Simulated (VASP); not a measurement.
# Te2Mo (P6_3/mmc) in VASP: further runs

The runs below take Te2Mo through single point, with PBEsol+U.

Program: VASP 6.6.1. These are calculated values, not measurements. Logs are shortened: lines on timing, memory, paths and dates and some standing lists are left out, and cuts for length are marked.

## Step 1: The cell of the first run

It takes space group P6_3/mmc (No. 194, hexagonal). The conventional cell has a = 3.518 Å, b = 3.518 Å, c = 13.974 Å, α = 90.00°, β = 90.00°, γ = 120.00°. Within 3.7 Å of Te (site symmetry 3m) lie 3 Mo at 2.72 Å and 7 Te at 3.52 to 3.61 Å. Within 3.6 Å of Mo (site symmetry -6m2) lie 6 Te at 2.72 Å and 6 Mo at 3.52 Å.

## Step 2: Single point, PBEsol+U

POSCAR

```
Te2Mo
1.0
    3.5182000000      0.0000000000      0.0000000000
   -1.7591000000      3.0468505756      0.0000000000
    0.0000000000      0.0000000000     13.9736000000
Te Mo
4 2
Direct
    0.6666666667      0.3333333333      0.3790000000
    0.3333333333      0.6666666667      0.8790000000
    0.6666666667      0.3333333333      0.1210000000
    0.3333333333      0.6666666667      0.6210000000
    0.6666666667      0.3333333333      0.7500000000
    0.3333333333      0.6666666667      0.2500000000
```

INCAR.step1

```
SYSTEM = Te2Mo
ALGO = Normal
EDIFF = 1E-6
ENCUT = 520
GGA = PS
ISIF = 2
ISMEAR = -1
LASPH = .True.
LCHARG = .True.
LDAU = .True.
LDAUJ = 0 0
LDAUL = -1 2
LDAUPRINT = 1
LDAUTYPE = 2
LDAUU = 0 2
LMAXMIX = 4
LREAL = .False.
LWAVE = .False.
NBANDS = 35
NELM = 150
PREC = Accurate
SIGMA = 0.05
```

KPOINTS.step1

```
k-points
0
Gamma
  9 9 2
  0 0 0
```

INCAR.step2

```
SYSTEM = Te2Mo
ALGO = Normal
EDIFF = 1E-6
ENCUT = 520
GGA = PS
ICHARG = 11
ISIF = 2
ISMEAR = -5
LASPH = .True.
LCHARG = .False.
LDAU = .True.
LDAUJ = 0 0
LDAUL = -1 2
LDAUPRINT = 1
LDAUTYPE = 2
LDAUU = 0 2
LMAXMIX = 4
LORBIT = 11
LREAL = .False.
LWAVE = .False.
NEDOS = 1001
NELM = 150
PREC = Accurate
SIGMA = 0.05
```

KPOINTS.step2

```
k-points
0
Gamma
  14 14 3
  0 0 0
```

Potentials or basis: VASP PAW PBE potentials, release 64 (Te, Mo_sv).

The run is started by

```console
> cat potpaw_PBE.64/Te/POTCAR potpaw_PBE.64/Mo_sv/POTCAR > POTCAR
> cp INCAR.step1 INCAR
> cp KPOINTS.step1 KPOINTS
> mpirun -np 1 vasp_std > vasp.out
> cp INCAR.step2 INCAR
> cp KPOINTS.step2 KPOINTS
> mpirun -np 1 vasp_std > vasp.out
```

OUTCAR:

```text
SYSTEM = Te2Mo
   EDIFF = 1E-6
   ENCUT = 520
   GGA = PS
   ICHARG = 11
   ISIF = 2
   ISMEAR = -5
   LASPH = .True.
   LORBIT = 11
   LREAL = .False.
   NELM = 150
   PREC = Accurate

 ion  position               nearest neighbor table
   1  0.667  0.333  0.379-   6 2.72   6 2.72   6 2.72   3 3.61
   2  0.333  0.667  0.879-   5 2.72   5 2.72   5 2.72   4 3.61
   3  0.667  0.333  0.121-   6 2.72   6 2.72   6 2.72   1 3.61
   4  0.333  0.667  0.621-   5 2.72   5 2.72   5 2.72   2 3.61
   5  0.667  0.333  0.750-   2 2.72   4 2.72   2 2.72   4 2.72   2 2.72   4 2.72
   6  0.333  0.667  0.250-   1 2.72   3 2.72   1 2.72   3 2.72   1 2.72   3 2.72

  LATTYP: Found a hexagonal cell.
 ALAT       =     3.5182000000
 C/A-ratio  =     3.9718037633

  Lattice vectors:

 A1 = (   3.5182000000,   0.0000000000,   0.0000000000)
 A2 = (  -1.7591000000,   3.0468505756,   0.0000000000)
 A3 = (   0.0000000000,   0.0000000000,  13.9736000000)

Analysis of symmetry for initial positions (statically):
=====================================================================
 Subroutine PRICEL returns:
 Original cell was already a primitive cell.

 Routine SETGRP: Setting up the symmetry group for a
 hexagonal supercell.

 Subroutine GETGRP returns: Found 24 space group operations
 (whereof 12 operations were pure point group operations)
 out of a pool of 24 trial point group operations.

The static configuration has the point symmetry D_3d.
 The point group associated with its full space group is D_6h.

Analysis of symmetry for dynamics (positions and initial velocities):
=====================================================================
 Subroutine PRICEL returns:
 Original cell was already a primitive cell.

 Routine SETGRP: Setting up the symmetry group for a
 hexagonal supercell.

 Subroutine GETGRP returns: Found 24 space group operations
 (whereof 12 operations were pure point group operations)
 out of a pool of 24 trial point group operations.

The dynamic configuration has the point symmetry D_3d.
[... 209 lines left out ...]
  o =  0.3950  v =  0.0000  0.0000  0.0000  0.0000  0.0000  0.0000  0.0000  0.0000  0.0000  1.0000      0.0000  0.0000  0.0000  0.0000  0.0000  0.0000  0.0000  0.0000  0.0000  0.0000
  o =  0.3950  v =  0.0000  0.0000  0.0000  0.0000  1.0000  0.0000  0.0000  0.0000  0.0000  0.0000      0.0000  0.0000  0.0000  0.0000  0.0000  0.0000  0.0000  0.0000  0.0000  0.0000
  o =  0.3950  v =  0.0000  0.0000  0.0000  0.0000  0.0000  1.0000  0.0000  0.0000  0.0000  0.0000      0.0000  0.0000  0.0000  0.0000  0.0000  0.0000  0.0000  0.0000  0.0000  0.0000
  o =  0.3950  v =  1.0000  0.0000  0.0000  0.0000  0.0000  0.0000  0.0000  0.0000  0.0000  0.0000      0.0000  0.0000  0.0000  0.0000  0.0000  0.0000  0.0000  0.0000  0.0000  0.0000
  o =  0.4085  v =  0.0000 -0.0000 -0.0000  1.0000 -0.0000  0.0000  0.0000  0.0000  0.0000  0.0000      0.0000  0.0000  0.0000  0.0000  0.0000  0.0000  0.0000  0.0000  0.0000  0.0000
  o =  0.4085  v =  0.0000  0.0000  0.0000  0.0000  0.0000  0.0000 -0.0000 -0.0000  1.0000 -0.0000      0.0000  0.0000  0.0000  0.0000  0.0000  0.0000  0.0000  0.0000  0.0000  0.0000
  o =  0.4085  v =  0.0000  0.0000  0.0000  0.0000  0.0000  0.0000  1.0000 -0.0000  0.0000 -0.0000      0.0000  0.0000  0.0000  0.0000  0.0000  0.0000  0.0000  0.0000  0.0000  0.0000
  o =  0.4085  v =  0.0000  1.0000 -0.0000  0.0000 -0.0000  0.0000  0.0000  0.0000  0.0000  0.0000      0.0000  0.0000  0.0000  0.0000  0.0000  0.0000  0.0000  0.0000  0.0000  0.0000

 number of electron      51.9999997 magnetization

 Free energy of the ion-electron system (eV)
  ---------------------------------------------------
  ext. energy  EPLUGINS =         0.00000000
  ---------------------------------------------------
  free energy    TOTEN  =       -34.58144176 eV

  energy without entropy =      -34.58144176  energy(sigma->0) =      -34.58144176

 E-fermi :   8.0809     XC(G=0): -10.5832

 val. band max:        8.0739845301   @ k =   0.0000   0.0000   0.0000
 cond. band min:       8.7824022788   @ k =   0.2143   0.2143   0.0000
 fundamental gap:      0.7084177487
 Fermi energy:         8.0809258454

 k-point     1 :       0.0000    0.0000    0.0000
  band No.  band energies     occupation
      1     -52.8816      2.00000
      2     -52.8816      2.00000
      3     -27.0662      2.00000
      4     -27.0662      2.00000
      5     -26.9424      2.00000
      6     -26.9424      2.00000
[... 805 lines left out ...]
     30      10.2535      0.00000
     31      10.2630      0.00000

 [... further k-points ...]

------------------------ aborting loop because EDIFF is reached ----------------------------------------

  FORCE on cell =-STRESS in cart. coord.  units (eV):
  Direction    XX          YY          ZZ          XY          YZ          ZX
  --------------------------------------------------------------------------------------
  -------------------------------------------------------------------------------------
  Total       -0.6113590     -0.6113590      0.2765509     -0.0000000     -0.0000000      0.0000000
  in kB       -6.5392348     -6.5392348      2.9580512     -0.0000000     -0.0000000      0.0000000
  external PRESSURE =      -3.3734728 kB  Pullay stress =       0.0000000 kB

 VOLUME and BASIS-vectors are now :
 -----------------------------------------------------------------------------
  energy-cutoff  :      520.00
  volume of cell :      149.79
      direct lattice vectors                 reciprocal lattice vectors
     3.518200000  0.000000000  0.000000000     0.284236257  0.164103880  0.000000000
    -1.759100000  3.046850576  0.000000000     0.000000000  0.328207759  0.000000000
     0.000000000  0.000000000 13.973600000     0.000000000  0.000000000  0.071563520

 POSITION                                       TOTAL-FORCE (eV/Angst)
 -----------------------------------------------------------------------------------
      1.75910      1.01562      5.29599         0.000000      0.000000      0.040025
     -0.00000      2.03123     12.28279         0.000000     -0.000000      0.040025
      1.75910      1.01562      1.69081         0.000000      0.000000     -0.040025
     -0.00000      2.03123      8.67761         0.000000     -0.000000     -0.040025
      1.75910      1.01562     10.48020        -0.000000     -0.000000     -0.000000
     -0.00000      2.03123      3.49340        -0.000000      0.000000     -0.000000
 -----------------------------------------------------------------------------------
    total drift:                               -0.000000      0.000000     -0.000000

  FREE ENERGIE OF THE ION-ELECTRON SYSTEM (eV)
  ---------------------------------------------------
  free  energy   TOTEN  =       -34.5814417626 eV

  energy  without entropy=      -34.5814417626  energy(sigma->0) =      -34.58144176

 total charge

# of ion       s       p       d       tot
------------------------------------------
    1        1.386   1.974   0.065   3.425
    2        1.386   1.974   0.065   3.425
    3        1.386   1.974   0.065   3.425
    4        1.386   1.974   0.065   3.425
    5        2.261   6.149   3.949  12.360
    6        2.261   6.149   3.949  12.360
--------------------------------------------------
tot         10.067  20.192   8.158  38.418
```

Wall time 2 min (1 thread of Intel Xeon 6975P-C (Granite Rapids), shared host); peak memory 0.38 GiB.

What came out:

| Property | Result |
| --- | --- |
| Valence electrons inside the program's atomic spheres | Te 3.42; Mo 12.36 |

Eigenvalues of the final occupation matrices:
| site | spin | trace | eigenvalues |
| --- | --- | --- | --- |
| site 5 d | 1 | 2.00 | 0.39 0.40 0.40 0.41 0.41 |
| site 5 d | 2 | 2.00 | 0.39 0.40 0.40 0.41 0.41 |
| site 6 d | 1 | 2.00 | 0.39 0.40 0.40 0.41 0.41 |
| site 6 d | 2 | 2.00 | 0.39 0.40 0.40 0.41 0.41 |

Caveat: the PAW data sets were made with another functional, which shifts forces and pressure a little; spin-orbit coupling is left out, which moves the levels of the heavy elements; this functional lacks dispersion, which binds layers or chains, so the pressure and a relaxed spacing across them are unreliable; the U is typed as a test and isn't derived for this compound.

## Step 3: Single point, PBEsol+U

POSCAR is that of step 2.

INCAR.step1

```
PREC     = Accurate       # precision mode
ENCUT    = 520            # plane-wave cutoff, eV
EDIFF    = 1E-6           # SCF threshold, eV
ISMEAR   = -1             # smearing method
SIGMA    = 0.05           # smearing width, eV
LREAL    = F              # projectors in reciprocal space
LASPH    = T              # aspherical terms in the spheres
NELM     = 150            # most SCF steps
ALGO     = Normal         # electronic algorithm
ISIF     = 2              # what is computed and relaxed
LWAVE    = F              # write WAVECAR
LCHARG   = T              # write CHGCAR
LMAXMIX  = 4              # l up to which the mixer works
LDAU     = T              # DFT+U
LDAUTYPE = 2            
LDAUL    = -1 2           # shell
LDAUU    = 0 4            # U, eV
LDAUJ    = 0 0          
LDAUPRINT= 1            
GGA      = PS             # functional
NBANDS   = 35             # bands
```

KPOINTS.step1

```
Automatic mesh
0
Gamma
  9 9 2
```

INCAR.step2

```
PREC     = Accurate       # precision mode
ENCUT    = 520            # plane-wave cutoff, eV
EDIFF    = 1E-6           # SCF threshold, eV
ISMEAR   = -5             # smearing method
SIGMA    = 0.05           # smearing width, eV
LREAL    = F              # projectors in reciprocal space
LASPH    = T              # aspherical terms in the spheres
NELM     = 150            # most SCF steps
ALGO     = Normal         # electronic algorithm
ISIF     = 2              # what is computed and relaxed
LWAVE    = F              # write WAVECAR
LCHARG   = F              # write CHGCAR
LMAXMIX  = 4              # l up to which the mixer works
LDAU     = T              # DFT+U
LDAUTYPE = 2            
LDAUL    = -1 2           # shell
LDAUU    = 0 4            # U, eV
LDAUJ    = 0 0          
LDAUPRINT= 1            
GGA      = PS             # functional
LORBIT   = 11             # projections on sites
NBANDS   = 35             # bands
NEDOS    = 1001           # points of the DOS
ICHARG   = 11             # starting density
```

KPOINTS.step2

```
Automatic mesh
0
Gamma
  14 14 3
```

Potentials or basis: VASP PAW PBE potentials, release 64 (Te, Mo_sv).

The run is started by

```console
> cat potpaw_PBE.64/Te/POTCAR potpaw_PBE.64/Mo_sv/POTCAR > POTCAR
> cp INCAR.step1 INCAR
> cp KPOINTS.step1 KPOINTS
> mpirun -np 1 vasp_std > vasp.out
> cp INCAR.step2 INCAR
> cp KPOINTS.step2 KPOINTS
> mpirun -np 1 vasp_std > vasp.out
```

Run time: 2.1 min. Hardware: 1 thread of Intel Xeon 6975P-C (Granite Rapids), shared host; peak memory 0.38 GiB.

The run converged. Its results:

```
Valence electrons inside the program's atomic spheres : Te 3.43; Mo 12.32
```

Levels at points of the mesh, in eV from the valence-band top:
| k point | band 22 | band 23 | band 24 | band 25 | band 26 | band 27 | band 28 | band 29 | band 30 | band 31 |
| --- | --- | --- | --- | --- | --- | --- | --- | --- | --- | --- |
| (0.00, 0.00, 0.00) | -1.07 | -1.06 | -1.06 | -0.41 | 0.00 | 2.84 | 2.84 | 2.97 | 2.97 | 3.08 |
| (0.50, 0.00, 0.00) | -1.87 | -1.11 | -1.02 | -0.70 | -0.41 | 1.27 | 1.32 | 1.46 | 1.78 | 2.52 |

Eigenvalues of the final occupation matrices:
| site | spin | trace | eigenvalues |
| --- | --- | --- | --- |
| site 5 d | 1 | 1.98 | 0.39 0.39 0.39 0.41 0.41 |
| site 5 d | 2 | 1.98 | 0.39 0.39 0.39 0.41 0.41 |
| site 6 d | 1 | 1.98 | 0.39 0.39 0.39 0.41 0.41 |
| site 6 d | 2 | 1.98 | 0.39 0.39 0.39 0.41 0.41 |

Caveat: the PAW data sets were made with another functional, which shifts forces and pressure a little; spin-orbit coupling is left out, which moves the levels of the heavy elements; this functional lacks dispersion, which binds layers or chains, so the pressure and a relaxed spacing across them are unreliable; the U is typed as a test and isn't derived for this compound.
